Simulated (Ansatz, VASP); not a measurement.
## KCl in VASP and in Ansatz

```xyz
2
Lattice="0.0000 3.1464 3.1464 3.1464 0.0000 3.1464 3.1464 3.1464 0.0000" Properties=species:S:1:pos:R:3 pbc="T T T"
K     0.0000    0.0000    0.0000
Cl    3.1464    3.1464    3.1464
```

Change from the starting cell: volume scaled by 0.96, PAW files.

Alike in both runs: task electric field gradients; functional PBE; k mesh 13 × 13 × 13; occupations fermi-dirac, width 0.05 eV; no spin polarisation.

```csv
,VASP,Ansatz
version,VASP 6.6.1,Ansatz 0.2.0
potentials or method,"VASP PAW PBE potentials, release 64 (K_sv, Cl)","PAW with Ansatz's default frozen-core files, scalar-relativistic"
plane-wave cutoff (eV),520,420
valence electrons in the cell,16,16
```

```csv
,VASP,Ansatz,Ansatz less VASP
gap on the k mesh at the Fermi level (eV),5.19,5.19,+0.002
pressure (GPa),0.8,0.8,-0.02
```

With one functional, cell and mesh, what is left measures potentials, basis and numerics.
